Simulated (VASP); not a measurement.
Wanted: the native input for a VASP 6.6.1 run.

- Task: single point
- Functional: PBEsol
- Potentials or basis: VASP PAW PBE potentials, release 64 (Ga_d, N)
- Cutoff: 520 eV
- k mesh: 10 × 10 × 10
- Occupations: fermi-dirac, width 0.02 eV
- Spin: no spin polarisation
- Dipole correction: no
- Further INCAR settings: ALGO = Normal; EDIFF = 1e-06; NBANDS = 16

The structure of GaN lies in POSCAR:

```
GaN
1.0
    0.0000000000      2.0187201121      2.0187201121
    2.0187201121      0.0000000000      2.0187201121
    2.0187201121      2.0187201121      0.0000000000
Ga N
1 1
Direct
    0.5000000000      0.5000000000      0.5000000000
    0.0000000000      0.0000000000      0.0000000000
```

This cell differs from its parent crystal: volume scaled by 1.04.

These files were run (other wordings do the same):

INCAR

```
  ALGO = Normal
  EDIFF = 1E-6
  ENCUT = 520
  GGA = PS
  ISIF = 2
  ISMEAR = -1
  LASPH = T
  LCHARG = F
  LREAL = F
  LWAVE = F
  NBANDS = 16
  NELM = 100
  PREC = Accurate
  SIGMA = 0.02
```

KPOINTS

```
k-points
0
Gamma
  10 10 10
```

Potentials or basis: VASP PAW PBE potentials, release 64 (Ga_d, N).

Command:

```sh
$ cat potpaw_PBE.64/Ga_d/POTCAR potpaw_PBE.64/N/POTCAR > POTCAR
$ mpirun -np 1 vasp_std > vasp.out
```

It gave:

```
Pressure               : 42.1 GPa
Band gap on the k mesh : 1.45 eV, indirect (least direct gap 4.63 eV)
```

Caveat: the PAW data sets were made with another functional, which shifts forces and pressure a little.

Wall time 8.8 s on 1 thread of Intel(R) Xeon(R) Platinum 8488C (Sapphire Rapids) (shared host), peak memory 0.14 GiB.
